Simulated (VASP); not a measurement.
# Co in VASP: a series of runs

The runs below take Co through single point, with PBE.

All numbers are computed with VASP 6.6.1; they aren't measurements. Logs are shortened: lines on timing, memory, paths and dates and some standing lists are left out, and cuts for length are marked.

**1. The cell of the first run**

The structure is cubic, space group Fm-3m (No. 225). Conventional cell: a = 3.537 Å, b = 3.537 Å, c = 3.537 Å, α = 90.00°, β = 90.00°, γ = 90.00°. Co (site symmetry m-3m) has 12 Co at 2.50 Å within 3.3 Å.

This isn't the form of Co at room conditions, which is hcp.

**2. Single point, PBE, collinear spin, ferromagnetic start (11.06 Å³/atom)**

Contents of INCAR:

```
SYSTEM = Co
ALGO     = Fast           ! electronic algorithm
EDIFF    = 1E-6           ! SCF threshold, eV
ENCUT    = 520            ! plane-wave cutoff, eV
GGA      = PE             ! functional
ISIF     = 2              ! what is computed and relaxed
ISMEAR   = -1             ! smearing method
ISPIN    = 2              ! spin polarisation
LASPH    = .True.         ! aspherical terms in the spheres
LCHARG   = .False.        ! write CHGCAR
LMAXMIX  = 4              ! l up to which the mixer works
LORBIT   = 11             ! projections on sites
LREAL    = .False.        ! projectors in reciprocal space
LWAVE    = .False.        ! write WAVECAR
MAGMOM   = 2              ! initial moments
NBANDS   = 14             ! bands
NELM     = 150            ! most SCF steps
PREC     = Accurate       ! precision mode
SIGMA    = 0.05           ! smearing width, eV
```

Contents of KPOINTS:

```
k-points
0
Gamma
  13 13 13
  0 0 0
```

Contents of POSCAR:

```
Co
1.0
    0.0000000000      1.7682910658      1.7682910658
    1.7682910658      0.0000000000      1.7682910658
    1.7682910658      1.7682910658      0.0000000000
Co
1
Direct
    0.0000000000      0.0000000000      0.0000000000
```

Potentials or basis: VASP PAW PBE potentials, release 64 (Co).

On the command line:

```bash
$ cat potpaw_PBE.64/Co/POTCAR > POTCAR
$ mpirun -np 1 vasp_std > vasp.out
```

OUTCAR:

```text
SYSTEM = Co
   EDIFF = 1E-6
   ENCUT = 520
   GGA = PE
   ISIF = 2
   ISMEAR = -1
   ISPIN = 2
   LASPH = .True.
   LORBIT = 11
   LREAL = .False.
   NELM = 150
   PREC = Accurate

 ion  position               nearest neighbor table
   1  0.000  0.000  0.000-

  LATTYP: Found a face centered cubic cell.
 ALAT       =     3.5365821316

  Lattice vectors:

 A1 = (   0.0000000000,   1.7682910658,   1.7682910658)
 A2 = (   1.7682910658,   0.0000000000,   1.7682910658)
 A3 = (   1.7682910658,   1.7682910658,   0.0000000000)

Analysis of symmetry for initial positions (statically):
=====================================================================
 Subroutine PRICEL returns:
 Original cell was already a primitive cell.

 Routine SETGRP: Setting up the symmetry group for a
 face centered cubic supercell.

 Subroutine GETGRP returns: Found 48 space group operations
 (whereof 48 operations were pure point group operations)
 out of a pool of 48 trial point group operations.

The static configuration has the point symmetry O_h .

Analysis of symmetry for dynamics (positions and initial velocities):
=====================================================================
 Subroutine PRICEL returns:
 Original cell was already a primitive cell.

 Routine SETGRP: Setting up the symmetry group for a
 face centered cubic supercell.

 Subroutine GETGRP returns: Found 48 space group operations
 (whereof 48 operations were pure point group operations)
 out of a pool of 48 trial point group operations.

The dynamic configuration has the point symmetry O_h .

Analysis of structural, dynamic, and magnetic symmetry:
=====================================================================
 Subroutine PRICEL returns:
 Original cell was already a primitive cell.

 Routine SETGRP: Setting up the symmetry group for a
 face centered cubic supercell.

 Subroutine GETGRP returns: Found 48 space group operations
 (whereof 48 operations were pure point group operations)
 out of a pool of 48 trial point group operations.

The overall configuration has the point symmetry O_h .

 Subroutine INISYM returns: Found 48 space group operations
 (whereof 48 operations are pure point group operations),
 and found     1 'primitive' translations

----------------------------------------------------------------------------------------

                                     Primitive cell

  volume of cell :      11.0584

[... 123 lines left out ...]

 number of electron       9.0000000 magnetization       1.6349148

 Free energy of the ion-electron system (eV)
  ---------------------------------------------------
  ext. energy  EPLUGINS =         0.00000000
  ---------------------------------------------------
  free energy    TOTEN  =        -7.02591498 eV

  energy without entropy =       -7.01723727  energy(sigma->0) =       -7.02157612

 E-fermi :  10.0907     XC(G=0): -13.2928

 val. band max:       10.0836874857   @ k =  -0.2308   0.2308   0.0000
 cond. band min:      10.0909263714   @ k =   0.3846   0.3846   0.0000
 fundamental gap:      0.0072388856
 Fermi energy:        10.0907014922

 spin component 1

 k-point     1 :       0.0000    0.0000    0.0000
  band No.  band energies     occupation
      1       1.1820      1.00000
      2       7.4017      1.00000
      3       7.4017      1.00000
      4       7.4017      1.00000
      5       8.4036      1.00000
      6       8.4036      1.00000
      7      32.9609      0.00000
      8      37.1648      0.00000
      9      37.1648      0.00000
     10      37.1648      0.00000
     11      40.2863      0.00000
     12      40.2863      0.00000
     13      40.2863      0.00000
     14      42.9517      0.00000
[... 379 lines left out ...]
      3       7.4894      1.00000
      4       7.6950      1.00000
      5       9.3017      1.00000
      6      10.9066      0.00000
      7      18.1730      0.00000
      8      28.6329      0.00000
      9      30.4483      0.00000
     10      32.4900      0.00000
     11      42.0123      0.00000
     12      42.3443      0.00000
     13      45.4824      0.00000
     14      48.0402      0.00000

 [... further k-points ...]

 spin component 2

 k-point     1 :       0.0000    0.0000    0.0000
  band No.  band energies     occupation
      1       1.1956      1.00000
      2       8.9706      1.00000
      3       8.9706      1.00000
      4       8.9706      1.00000
      5      10.3920      0.00241
      6      10.3920      0.00241
      7      32.6425      0.00000
      8      37.3214      0.00000
      9      37.3214      0.00000
     10      37.3214      0.00000
     11      40.5823      0.00000
     12      40.5823      0.00000
     13      40.5823      0.00000
     14      42.5344      0.00000
[... 379 lines left out ...]
      3       8.8062      1.00000
      4       9.4317      1.00000
      5      11.2171      0.00000
      6      12.1320      0.00000
      7      18.8622      0.00000
      8      28.8097      0.00000
      9      30.7741      0.00000
     10      32.6955      0.00000
     11      42.0910      0.00000
     12      42.5478      0.00000
     13      45.7869      0.00000
     14      48.8152      0.00000

 [... further k-points ...]

------------------------ aborting loop because EDIFF is reached ----------------------------------------

  FORCE on cell =-STRESS in cart. coord.  units (eV):
  Direction    XX          YY          ZZ          XY          YZ          ZX
  --------------------------------------------------------------------------------------
  -------------------------------------------------------------------------------------
  Total       -0.2593928     -0.2593928     -0.2593928     -0.0000000     -0.0000000      0.0000000
  in kB      -37.5817672    -37.5817672    -37.5817672     -0.0000000     -0.0000000      0.0000000
  external PRESSURE =     -37.5817672 kB  Pullay stress =       0.0000000 kB

 VOLUME and BASIS-vectors are now :
 -----------------------------------------------------------------------------
  energy-cutoff  :      520.00
  volume of cell :       11.06
      direct lattice vectors                 reciprocal lattice vectors
     0.000000000  1.768291066  1.768291066    -0.282758879  0.282758879  0.282758879
     1.768291066  0.000000000  1.768291066     0.282758879 -0.282758879  0.282758879
     1.768291066  1.768291066  0.000000000     0.282758879  0.282758879 -0.282758879

 POSITION                                       TOTAL-FORCE (eV/Angst)
 -----------------------------------------------------------------------------------
      0.00000      0.00000      0.00000         0.000000      0.000000      0.000000
 -----------------------------------------------------------------------------------
    total drift:                                0.000000      0.000000      0.000000

  FREE ENERGIE OF THE ION-ELECTRON SYSTEM (eV)
  ---------------------------------------------------
  free  energy   TOTEN  =        -7.0259149769 eV

  energy  without entropy=       -7.0172372707  energy(sigma->0) =       -7.02157612

 total charge

# of ion       s       p       d       tot
------------------------------------------
    1        0.482   0.507   7.247   8.235

 magnetization (x)

# of ion       s       p       d       tot
------------------------------------------
    1       -0.013  -0.047   1.716   1.656
```

OSZICAR:

```text
N       E                     dE             d eps       ncg     rms          rms(c)
DAV:   1     0.280486847248E+02    0.28049E+02   -0.38475E+03  4932   0.773E+02
DAV:   2    -0.683435266906E+01   -0.34883E+02   -0.32546E+02  5214   0.146E+02
DAV:   3    -0.804578755739E+01   -0.12114E+01   -0.12007E+01  5802   0.287E+01
DAV:   4    -0.805403266465E+01   -0.82451E-02   -0.82431E-02  5830   0.222E+00
DAV:   5    -0.805415049649E+01   -0.11783E-03   -0.11783E-03  6122   0.246E-01    0.103E+01
RMM:   6    -0.724431576758E+01    0.80983E+00   -0.18526E+00  6199   0.146E+01    0.533E+00
RMM:   7    -0.704945570044E+01    0.19486E+00   -0.15353E-01  6173   0.420E+00    0.288E+00
RMM:   8    -0.703305471147E+01    0.16401E-01   -0.54588E-03  6708   0.494E-01    0.120E+00
RMM:   9    -0.702639561153E+01    0.66591E-02   -0.16121E-03  6707   0.234E-01    0.264E-01
RMM:  10    -0.702586121063E+01    0.53440E-03   -0.39787E-04  6421   0.205E-01    0.888E-02
RMM:  11    -0.702591259929E+01   -0.51389E-04   -0.97554E-05  7031   0.587E-02    0.499E-02
RMM:  12    -0.702591524742E+01   -0.26481E-05   -0.13275E-05  7032   0.222E-02    0.122E-02
RMM:  13    -0.702591497691E+01    0.27051E-06   -0.20922E-06  5732   0.957E-03
   1 F= -.70259150E+01 E0= -.70215761E+01  d E =-.867771E-02  mag=     1.6350
```

Wall time 58 s (1 thread of Intel Xeon 8259CL, shared host); peak memory 0.14 GiB.

Results:

- Free energy: -7.0259 eV
- Pressure: -3.8 GPa
- Net moment: 1.63 μB per cell
- Site moments: Co +1.66 μB
- Valence electrons inside the program's atomic spheres: Co 8.23

Caveat: the cell stands under tension.

**3. Single point, PBE, collinear spin, ferromagnetic start (11.28 Å³/atom)**

This run uses another cell than the first one, of 11.28 Å³/atom.

Contents of INCAR:

```
SYSTEM = Co
PREC     = Accurate       ! precision mode
ENCUT    = 520            ! plane-wave cutoff, eV
EDIFF    = 1E-6           ! SCF threshold, eV
ISMEAR   = -1             ! smearing method
SIGMA    = 0.05           ! smearing width, eV
LREAL    = .FALSE.        ! projectors in reciprocal space
LASPH    = .TRUE.         ! aspherical terms in the spheres
NELM     = 150            ! most SCF steps
ALGO     = Normal         ! electronic algorithm
ISIF     = 2              ! what is computed and relaxed
LWAVE    = .FALSE.        ! write WAVECAR
LCHARG   = .FALSE.        ! write CHGCAR
ISPIN    = 2              ! spin polarisation
MAGMOM   = 2              ! initial moments
LORBIT   = 11             ! projections on sites
LMAXMIX  = 4              ! l up to which the mixer works
GGA      = PE             ! functional
NBANDS   = 14             ! bands
```

Contents of KPOINTS:

```
regular mesh
0
G
  13 13 13
  0 0 0
```

Contents of POSCAR:

```
Co
1.0
    0.0000000000      1.7797737970      1.7797737970
    1.7797737970      0.0000000000      1.7797737970
    1.7797737970      1.7797737970      0.0000000000
Co
1
Direct
    0.0000000000      0.0000000000      0.0000000000
```

Potentials or basis: VASP PAW PBE potentials, release 64 (Co).

On the command line:

```bash
$ cat potpaw_PBE.64/Co/POTCAR > POTCAR
$ mpirun -np 1 vasp_std > vasp.out
```

Wall time 52 s (1 thread of Intel Xeon 8259CL, shared host); peak memory 0.15 GiB.

Results (log left out):

```
Free energy                                           : -7.0182 eV
Pressure                                              : -7.5 GPa
Net moment                                            : 1.64 μB per cell
Site moments                                          : Co +1.66 μB
Valence electrons inside the program's atomic spheres : Co 8.20
```

Levels at points of the mesh, in eV from the Fermi level:
Spin up:
| k point | band 2 | band 3 | band 4 | band 5 | band 6 | band 7 | band 8 | band 9 |
| --- | --- | --- | --- | --- | --- | --- | --- | --- |
| (0.00, 0.00, 0.00) | -2.66 | -2.66 | -2.66 | -1.70 | -1.70 | 22.70 | 26.76 | 26.76 |
Spin down:
```
           k point  band 1  band 2  band 3  band 4  band 5  band 6  band 7  band 8
(0.00, 0.00, 0.00)   -8.79   -1.09   -1.09   -1.09    0.30    0.30   22.37   26.91
```

Caveat: the cell stands under tension.

**4. Single point, PBE, collinear spin, ferromagnetic start (11.49 Å³/atom)**

This run uses another cell than the first one, of 11.49 Å³/atom.

Contents of INCAR:

```
SYSTEM = Co
PREC = Accurate
ENCUT = 520
EDIFF = 1E-7
ISMEAR = -1
SIGMA = 0.05
LREAL = .False.
LASPH = .True.
NELM = 150
ALGO = Normal
ISIF = 2
LWAVE = .False.
LCHARG = .False.
ISPIN = 2
MAGMOM = 2
LORBIT = 11
LMAXMIX = 4
GGA = PE
NBANDS = 14
```

Contents of KPOINTS:

```
regular mesh
0
Gamma
  13 13 13
  0 0 0
```

Contents of POSCAR:

```
Co
1.0
    0.0000000000      1.7911102415      1.7911102415
    1.7911102415      0.0000000000      1.7911102415
    1.7911102415      1.7911102415      0.0000000000
Co
1
Direct
    0.0000000000      0.0000000000      0.0000000000
```

On the command line:

```bash
$ cat potpaw_PBE.64/Co/POTCAR > POTCAR
$ mpirun -np 1 vasp_std > vasp.out
```

It took 54 s on 1 thread of Intel Xeon 8259CL, shared host; peak memory 0.15 GiB.

It converged, with:

| Item | Value |
| --- | --- |
| Free energy | -7.0058 eV |
| Pressure | -10.8 GPa |
| Net moment | 1.64 μB per cell |
| Site moments | Co +1.67 μB |
| Valence electrons inside the program's atomic spheres | Co 8.17 |

Levels at points of the mesh, in eV from the Fermi level:
Spin up:
| k point | band 3 | band 4 | band 5 | band 6 | band 7 | band 8 |
| --- | --- | --- | --- | --- | --- | --- |
| (0.00, 0.00, 0.00) | -2.64 | -2.64 | -1.71 | -1.71 | 22.54 | 26.45 |
Spin down:
| k point | band 1 | band 2 | band 3 | band 4 | band 5 | band 6 | band 7 | band 8 | band 9 |
| --- | --- | --- | --- | --- | --- | --- | --- | --- | --- |
| (0.00, 0.00, 0.00) | -8.69 | -1.07 | -1.07 | -1.07 | 0.29 | 0.29 | 22.20 | 26.61 | 26.61 |

Caveat: the cell stands under tension.

**5. Single point, PBE, collinear spin, ferromagnetic start (the cell strained at random)**

Contents of INCAR:

```
PREC = Accurate ; ENCUT = 520
EDIFF = 1E-7 ; ISMEAR = -1
SIGMA = 0.05 ; LREAL = F
LASPH = T ; NELM = 150
ALGO = Fast ; ISIF = 2
LWAVE = F ; LCHARG = T
ISPIN = 2 ; MAGMOM = 2
LORBIT = 11 ; LMAXMIX = 4
GGA = PE ; LELF = T
LVHAR = T ; NBANDS = 14
```

Contents of KPOINTS:

```
Automatic mesh
0
Gamma
  13 13 13
```

Contents of POSCAR:

```
Co
1.0
    0.0032810000      1.7565740000      1.8039320000
    1.7670410000      0.0301760000      1.7770370000
    1.7683350000      1.7309730000      0.0288830000
Co
1
Direct
   -0.0119150000      0.0171600000     -0.0032860000
```

On the command line:

```bash
$ cat potpaw_PBE.64/Co/POTCAR > POTCAR
$ mpirun -np 1 vasp_std > vasp.out
```

Wall time 11 min (1 thread of Intel Xeon 8259CL, shared host); peak memory 0.35 GiB.

The run converged. Its results:

| Item | Value |
| --- | --- |
| Free energy | -7.0211 eV |
| Pressure | 0.7 GPa |
| Net moment | 1.63 μB per cell |
| Site moments | Co +1.65 μB |
| Valence electrons inside the program's atomic spheres | Co 8.28 |

Stress tensor (GPa, compression positive):
```
-0.13 -0.40 -0.16
-0.40  2.85 -4.92
-0.16 -4.92 -0.74
```

Levels at points of the mesh, in eV from the Fermi level:
Spin up:
```csv
k point,band 2,band 3,band 4,band 5,band 6,band 7,band 8,band 9
"(0.00, 0.00, 0.00)",-2.85,-2.76,-2.55,-1.74,-1.61,22.97,26.65,27.40
```
Spin down:
```tsv
k point	band 1	band 2	band 3	band 4	band 5	band 6	band 7	band 8
(0.00, 0.00, 0.00)	-9.00	-1.31	-1.21	-0.95	0.20	0.41	22.68	26.82
```

Caveat: the cell differs from its parent crystal (the cell strained at random).

**6. The runs side by side**

| cell | gap on the mesh (eV) | pressure (GPa) | moment (μB) |
| --- | --- | --- | --- |
| a = 2.501 Å, angles 60.0°, 1 atom | none | -3.8 | 1.63 |
| a = 2.517 Å, angles 60.0°, 1 atom | none | -7.5 | 1.64 |
| a = 2.533 Å, angles 60.0°, 1 atom | none | -10.8 | 1.64 |
| a = 2.518, b = 2.506, c = 2.475 Å, angles 58.6, 60.2, 58.8°, 1 atom | none | 0.7 | 1.63 |

Alike in all rows: task single point; level PBE; potentials or basis VASP PAW PBE potentials, release 64 (Co); spin collinear, ferromagnetic start; k mesh 13 × 13 × 13; cutoff (eV) 520; smearing fermi-dirac 0.05 eV.

Caveats: the cell stands under tension (at least some runs).

Absolute energies hang on the potentials; compare differences alone.
